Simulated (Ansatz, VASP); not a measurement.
**One calculation of AlSn, two programs**

The input INCAR:

```
SYSTEM = AlSn
PREC     = Accurate       ! precision mode
ENCUT    = 500            ! plane-wave cutoff, eV
EDIFF    = 1E-6           ! SCF threshold, eV
ISMEAR   = 0              ! smearing method
SIGMA    = 0.082          ! smearing width, eV
LREAL    = .FALSE.        ! projectors in reciprocal space
LASPH    = .TRUE.         ! aspherical terms in the spheres
NELM     = 120            ! most SCF steps
ALGO     = Normal         ! electronic algorithm
ISIF     = 2              ! what is computed and relaxed
LWAVE    = .FALSE.        ! write WAVECAR
LCHARG   = .FALSE.        ! write CHGCAR
GGA      = PE             ! functional
NBANDS   = 16             ! bands
GGA_COMPAT= .FALSE.
```

KPOINTS

```
regular mesh
0
G
  6 6 4
  0 0 0
```

The input POSCAR:

```
AlSn
1.0
    4.1981056157      0.0000000000      0.0000000000
   -2.0990528078      3.6356661109      0.0000000000
    0.0000000000      0.0000000000      3.3068470000
Al Sn
1 1
Direct
    0.0000000000      0.0000000000      0.0000000000
    0.3333333333      0.6666666667      0.5000000000
```

Input for Ansatz:

```yaml
crystal:
  lattice:
    - [4.1981056157, 0.0, 0.0]
    - [-2.0990528078, 3.6356661109, 0.0]
    - [0.0, 0.0, 3.306847]
  atoms:
    - { symbol: Al, position: [0.0, 0.0, 0.0] }
    - { symbol: Sn, position: [0.3333333333, 0.6666666667, 0.5] }
basis:
  ecutwfc: 420
kpoints:
  mp_grid: { grid: [6, 6, 4] }
hamiltonian:
  xc: pbe
scf:
  occupations: { method: gaussian, width: 0.082 }
  self_checks: high
output:
  forces: true
  stress: true
  eigenvalues: true
```

Alike in both runs: task single point; functional PBE; k mesh 6 × 6 × 4; occupations gaussian, width 0.082 eV; no spin polarisation.

```csv
,VASP,Ansatz
version,VASP 6.6.1,Ansatz 0.2.0
potentials or method,"VASP PAW PBE potentials, release 64 (Al, Sn_d), cutoff 500 eV","scalar-relativistic, plane waves, PAW"
valence electrons in the cell,17,17
```

```tsv
	VASP	Ansatz	Ansatz less VASP
gap on the k mesh at the Fermi level (eV)	none	none	-
pressure (GPa)	1.1	1.1	+0.04
traceless stress, the component that is largest in VASP (GPa)	7.11	7.11	+0.002
```

A gap of «none» marks a metal or a gap that the smearing closes. With one functional, cell and mesh, what is left measures potentials, basis and numerics.

The k mesh is coarse, so the values compare programs but aren't converged.
